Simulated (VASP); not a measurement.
# C (C2/m) in VASP: a series of runs

The runs below take C through single point, with BLYP, LDA, PBEsol.

Everything below comes from runs of VASP 6.6.1. Logs are shortened: lines on timing, memory, paths and dates and some standing lists are left out, and cuts for length are marked.

**1. The cell of the first run**

Symmetry: C2/m, No. 12, monoclinic system. The conventional cell has a = 4.255 Å, b = 2.457 Å, c = 3.765 Å, α = 90.00°, β = 111.49°, γ = 90.00°. Within 1.9 Å of C (site symmetry m) lie 3 C at 1.42 Å.

**2. Single point, BLYP**

File INCAR:

```
SYSTEM = C
AGGAC = 1.0 ; AGGAX = 1.0
ALDAC = 0.0 ; ALDAX = 1.0
ALGO = Normal ; EDIFF = 1E-7
ENCUT = 520 ; GGA = B5
ISIF = 2 ; ISMEAR = -1
LASPH = .True. ; LCHARG = .False.
LREAL = .False. ; LWAVE = .False.
NBANDS = 11 ; NELM = 60
PREC = Accurate ; SIGMA = 0.15
```

File KPOINTS:

```
k-points
0
Gamma
  14 14 9
  0 0 0
```

File POSCAR:

```
C
1.0
    2.1273200000     -1.2282820000      0.0000000000
    2.1273200000      1.2282820000      0.0000000000
   -1.3790700000      0.0000000000      3.5028300000
C
2
Direct
    0.8333560000      0.8333560000      0.0000930000
    0.1666440000      0.1666440000      0.9999070000
```

Potentials or basis: VASP PAW PBE potentials, release 64 (C).

Started as:

```
$ cat potpaw_PBE.64/C/POTCAR > POTCAR
$ mpirun -np 1 vasp_std > vasp.out
```

OUTCAR:

```text
SYSTEM = C
   EDIFF = 1E-7
   ENCUT = 520
   GGA = B5
   ISIF = 2
   ISMEAR = -1
   LASPH = .True.
   LREAL = .False.
   NELM = 60
   PREC = Accurate

 ion  position               nearest neighbor table
   1  0.833  0.833  0.000-   2 1.42   2 1.42   2 1.42
   2  0.167  0.167  1.000-   1 1.42   1 1.42   1 1.42

  LATTYP: Found a base centered monoclinic cell.
 ALAT       =     4.2546400000
 B/A-ratio  =     0.5773846906
 C/A-ratio  =     0.8848047021
 COS(beta)  =    -0.3663330234

  Lattice vectors:

 A1 = (   2.1273200000,  -1.2282820000,   0.0000000000)
 A2 = (   2.1273200000,   1.2282820000,   0.0000000000)
 A3 = (  -1.3790700000,   0.0000000000,   3.5028300000)

Analysis of symmetry for initial positions (statically):
=====================================================================
 Subroutine PRICEL returns:
 Original cell was already a primitive cell.

 Routine SETGRP: Setting up the symmetry group for a
 base centered monoclinic supercell.

 Subroutine GETGRP returns: Found  4 space group operations
 (whereof  4 operations were pure point group operations)
 out of a pool of  4 trial point group operations.

The static configuration has the point symmetry C_2h.

Analysis of symmetry for dynamics (positions and initial velocities):
=====================================================================
 Subroutine PRICEL returns:
 Original cell was already a primitive cell.

 Routine SETGRP: Setting up the symmetry group for a
 base centered monoclinic supercell.

 Subroutine GETGRP returns: Found  4 space group operations
 (whereof  4 operations were pure point group operations)
 out of a pool of  4 trial point group operations.

The dynamic configuration has the point symmetry C_2h.

 Subroutine INISYM returns: Found  4 space group operations
 (whereof  4 operations are pure point group operations),
 and found     1 'primitive' translations

----------------------------------------------------------------------------------------

                                     Primitive cell

  volume of cell :      18.3054

  direct lattice vectors                    reciprocal lattice vectors
     2.127320000 -1.228282000  0.000000000     0.235037512 -0.407072643  0.092534660
     2.127320000  1.228282000  0.000000000     0.235037512  0.407072643  0.092534660
    -1.379070000  0.000000000  3.502830000     0.000000000  0.000000000  0.285483452

  length of vectors
     2.456454163  2.456454163  3.764525478     0.479075601  0.479075601  0.285483452

  position of ions in fractional coordinates (direct lattice)
     0.833356000  0.833356000  0.000093000
     0.166644000  0.166644000  0.999907000

  ion indices of the primitive-cell ions
   primitive index   ion index
                 1           1
                 2           2

----------------------------------------------------------------------------------------

 KPOINTS: k-points

Automatic generation of k-mesh.
 Grid dimensions read from file:
 generate k-points for:   14   14    9

 Generating k-lattice:

  Cartesian coordinates                     Fractional coordinates (reciprocal lattice)
     0.016788394 -0.029076617  0.006609619     0.071428571  0.000000000  0.000000000
     0.016788394  0.029076617  0.006609619     0.000000000  0.071428571  0.000000000
     0.000000000  0.000000000  0.031720384     0.000000000  0.000000000  0.111111111

  Length of vectors
     0.034219686  0.034219686  0.031720384

  Shift w.r.t. Gamma in fractional coordinates (k-lattice)
     0.000000000  0.000000000  0.000000000

 Subroutine IBZKPT returns following result:
 ===========================================

 Found    477 irreducible k-points:

 Following reciprocal coordinates:
            Coordinates               Weight
  0.000000  0.000000  0.000000      1.000000
  0.071429  0.000000  0.000000      4.000000
  0.142857  0.000000  0.000000      4.000000
  0.214286  0.000000 -0.000000      4.000000
  0.285714  0.000000  0.000000      4.000000
  0.357143  0.000000 -0.000000      4.000000
[... 16 lines left out ...]
  0.214286  0.142857 -0.000000      4.000000
  0.285714  0.142857  0.000000      4.000000
 [... further k-points ...]
   k-points           NKPTS =    477   k-points in BZ     NKDIM =    477   number of bands    NBANDS=     11
   number of dos      NEDOS =    301   number of ions     NIONS =      2
   total plane-waves  NPLWV =   9072
   dimension x,y,z NGX =    18 NGY =   18 NGZ =   28
   dimension x,y,z NGXF=    36 NGYF=   36 NGZF=   56
   ions per type =               2
   NGX,Y,Z   is equivalent  to a cutoff of  12.18, 12.18, 12.37 a.u.
   NGXF,Y,Z  is equivalent  to a cutoff of  24.36, 24.36, 24.73 a.u.
 SYSTEM =  C
   PREC   = accura    normal or accurate (medium, high low for compatibility)
   ISTART =      0    job   : 0-new  1-cont  2-samecut
   ICHARG =      2    charge: 1-file 2-atom 10-const
   ISPIN  =      1    spin polarized calculation?
   LNONCOLLINEAR =      F non collinear calculations
   LSORBIT =      F    spin-orbit coupling
   LASPH  =      T    aspherical Exc in radial PAW
   ENCUT  =  520.0 eV  38.22 Ry    6.18 a.u.   4.57  4.57  7.00*2*pi/ulx,y,z
   NELM   =     60;   NELMIN=  2; NELMDL= -5     # of ELM steps
   EDIFF  = 0.1E-06   stopping-criterion for ELM
   LREAL  =      F    real-space projection
   EDIFFG = 0.1E-05   stopping-criterion for IOM
   NSW    =      0    number of steps for IOM
   IBRION =     -1    ionic relax: 0-MD 1-quasi-New 2-CG
   NFREE  =      0    steps in history (QN), initial steepest desc. (CG)
   ISIF   =      2    stress and relaxation
   ISYM   =      2    0-nonsym 1-usesym 2-fastsym
   POTIM  = 0.5000    time-step for ionic-motion
   TEBEG  =    0.0;   TEEND  =   0.0 temperature during run
   PSTRESS=    0.0 pullay stress
   NELECT =       8.0000    total number of electrons
   NUPDOWN=      -1.0000    fix difference up-down
   EMIN   =  10.00;   EMAX   =-10.00  energy-range for DOS
   EFERMI =   0.00;   METHOD = LEGACY
   ISMEAR =    -1;   SIGMA  =   0.15  broadening in eV -4-tet -1-fermi 0-gaus
   EFERMI_NEDOS =   21; number of points for ismear=-14 and -15
   IALGO  =     38    algorithm
   IMIX   =      4    mixing-type and parameters
     AMIX     =   0.40;   BMIX     =  1.00
     AMIX_MAG =   1.60;   BMIX_MAG =  1.00
  volume/ion in A,a.u.               =       9.15        61.77
  Fermi-wavevector in a.u.,A,eV,Ry     =   1.242352  2.347706 20.999772  1.543440
  Thomas-Fermi vector in A             =   2.376711
   LORBIT       =      0    0 simple, 1 ext, 2 COOP (PROOUT), +10 PAW based schemes
   GGA     = B5    functional components
   LHFCALC =     F    Hartree Fock is set to
   AEXX    =    0.0000 exact exchange contribution
   IVDW    =     0    specifies the selected vdW correction
   LEPSILON=     F    determine dielectric tensor
   LRPA    =     F    only Hartree local field effects (RPA)
 non-spin polarized calculation
  energy-cutoff  :      520.00
  volume of cell :       18.31
 maximum number of plane-waves:       507
   NGX =  9   NGY =  9   NGZ = 13

 number of electron       8.0000000 magnetization

 Free energy of the ion-electron system (eV)
  ---------------------------------------------------
  ext. energy  EPLUGINS =         0.00000000
  ---------------------------------------------------
  free energy    TOTEN  =       -17.29593704 eV

  energy without entropy =      -17.29419100  energy(sigma->0) =      -17.29506402

 E-fermi :   4.7885     XC(G=0):  -9.5936

 val. band max:        4.4172380849   @ k =  -0.2857   0.3571   0.1111
 cond. band min:       5.2292999154   @ k =  -0.3571   0.3571   0.4444
 fundamental gap:      0.8120618305
 Fermi energy:         4.7885076137

 k-point     1 :       0.0000    0.0000    0.0000
  band No.  band energies     occupation
      1     -14.8602      2.00000
      2      -2.0494      2.00000
      3       1.5848      2.00000
      4       1.5882      2.00000
      5       8.6322      0.00000
      6      13.2231      0.00000
      7      13.2253      0.00000
      8      16.1565      0.00000
      9      17.5991      0.00000
     10      27.8975      0.00000
     11      28.8016      0.00000

 k-point     2 :       0.0714    0.0000    0.0000
  band No.  band energies     occupation
      1     -14.7378      2.00000
      2      -1.9194      2.00000
      3       1.1143      2.00000
      4       1.3406      2.00000
      5       8.8054      0.00000
      6      13.2950      0.00000
      7      13.7341      0.00000
      8      15.7337      0.00000
      9      17.8064      0.00000
     10      28.2366      0.00000
     11      28.3958      0.00000

 k-point     3 :       0.1429    0.0000    0.0000
  band No.  band energies     occupation
      1     -14.3719      2.00000
      2      -1.5315      2.00000
      3      -0.1265      2.00000
      4       0.7260      2.00000
      5       9.3239      0.00000
      6      13.3450      0.00000
      7      14.5826      0.00000
      8      15.1249      0.00000
      9      18.4724      0.00000
     10      26.8485      0.00000
     11      29.1742      0.00000

 k-point     4 :       0.2143    0.0000   -0.0000
  band No.  band energies     occupation
      1     -13.7658      2.00000
      2      -1.8073      2.00000
      3      -0.8931      2.00000
      4      -0.0216      2.00000
      5      10.1786      0.00000
      6      12.9189      0.00000
      7      13.2539      0.00000
      8      17.1247      0.00000
      9      19.5018      0.00000
     10      25.0037      0.00000
     11      28.0019      0.00000

 k-point     5 :       0.2857    0.0000    0.0000
  band No.  band energies     occupation
      1     -12.9265      2.00000
      2      -3.6645      2.00000
      3      -0.7227      2.00000
      4      -0.0233      2.00000
      5      10.9674      0.00000
      6      11.4449      0.00000
      7      13.0210      0.00000
      8      19.4679      0.00000
      9      20.3977      0.00000
     10      23.5825      0.00000
     11      26.7888      0.00000
[... 211 lines left out ...]
 k-point    21 :      -0.0714    0.0714    0.0000
  band No.  band energies     occupation
      1     -14.4968      2.00000
      2      -1.6308      2.00000
      3       0.3233      2.00000
      4       0.8452      2.00000
      5       9.0838      0.00000
      6      13.5128      0.00000
      7      14.4852      0.00000
      8      14.9449      0.00000
      9      18.2933      0.00000
     10      27.1536      0.00000
     11      28.8775      0.00000

 k-point    22 :       0.1429    0.1429    0.0000
  band No.  band energies     occupation
      1     -14.3596      2.00000
      2      -1.6434      2.00000
      3      -0.1130      2.00000
      4       0.7147      2.00000
      5       9.5871      0.00000
      6      13.3144      0.00000
      7      14.5478      0.00000
      8      15.1244      0.00000
      9      18.5084      0.00000
     10      26.4800      0.00000
     11      29.1899      0.00000

 k-point    23 :       0.2143    0.1429   -0.0000
  band No.  band energies     occupation
      1     -13.9901      2.00000
      2      -1.3060      2.00000
      3      -1.0195      2.00000
      4       0.0461      2.00000
      5      10.2223      0.00000
      6      13.4832      0.00000
      7      13.7062      0.00000
      8      15.7769      0.00000
      9      19.4062      0.00000
     10      24.9360      0.00000
     11      29.5057      0.00000

 k-point    24 :       0.2857    0.1429    0.0000
  band No.  band energies     occupation
      1     -13.3831      2.00000
      2      -2.1894      2.00000
      3      -0.9988      2.00000
      4      -0.7091      2.00000
      5      11.1761      0.00000
      6      12.1285      0.00000
      7      14.5009      0.00000
      8      16.1286      0.00000
      9      20.9778      0.00000
     10      22.9922      0.00000
     11      28.7051      0.00000

 [... further k-points ...]

------------------------ aborting loop because EDIFF is reached ----------------------------------------

  FORCE on cell =-STRESS in cart. coord.  units (eV):
  Direction    XX          YY          ZZ          XY          YZ          ZX
  --------------------------------------------------------------------------------------
  -------------------------------------------------------------------------------------
  Total        0.9530282      0.9474552      0.3922550      0.0000000      0.0000000     -0.0032115
  in kB       83.4135026     82.9257279     34.3319976      0.0000000      0.0000000     -0.2810899
  external PRESSURE =      66.8904093 kB  Pullay stress =       0.0000000 kB

 VOLUME and BASIS-vectors are now :
 -----------------------------------------------------------------------------
  energy-cutoff  :      520.00
  volume of cell :       18.31
      direct lattice vectors                 reciprocal lattice vectors
     2.127320000 -1.228282000  0.000000000     0.235037512 -0.407072643  0.092534660
     2.127320000  1.228282000  0.000000000     0.235037512  0.407072643  0.092534660
    -1.379070000  0.000000000  3.502830000     0.000000000  0.000000000  0.285483452

 POSITION                                       TOTAL-FORCE (eV/Angst)
 -----------------------------------------------------------------------------------
      3.54550      0.00000      0.00033         0.003958      0.000000      0.002541
     -0.66993      0.00000      3.50250        -0.003958      0.000000     -0.002541
 -----------------------------------------------------------------------------------
    total drift:                                0.000000      0.000000     -0.000000

  FREE ENERGIE OF THE ION-ELECTRON SYSTEM (eV)
  ---------------------------------------------------
  free  energy   TOTEN  =       -17.2959370375 eV

  energy  without entropy=      -17.2941910039  energy(sigma->0) =      -17.29506402
```

It took 100 s on 1 thread of Intel Xeon 8259CL, shared host; peak memory 0.18 GiB.

What came out:

```
Free energy   : -17.2959 eV
Pressure      : 6.7 GPa
Largest force : 0.005 eV/Å
```

Forces on the atoms (eV/Å):
```
C    0.004  0.000  0.003
C   -0.004  0.000 -0.003
```

Caveat: the cell stands under pressure; this functional lacks dispersion, which binds layers or chains, so the pressure and a relaxed spacing across them are unreliable; the PAW data sets were made with another functional, which shifts forces and pressure a little.

(Part 1 of 2 ends here.)
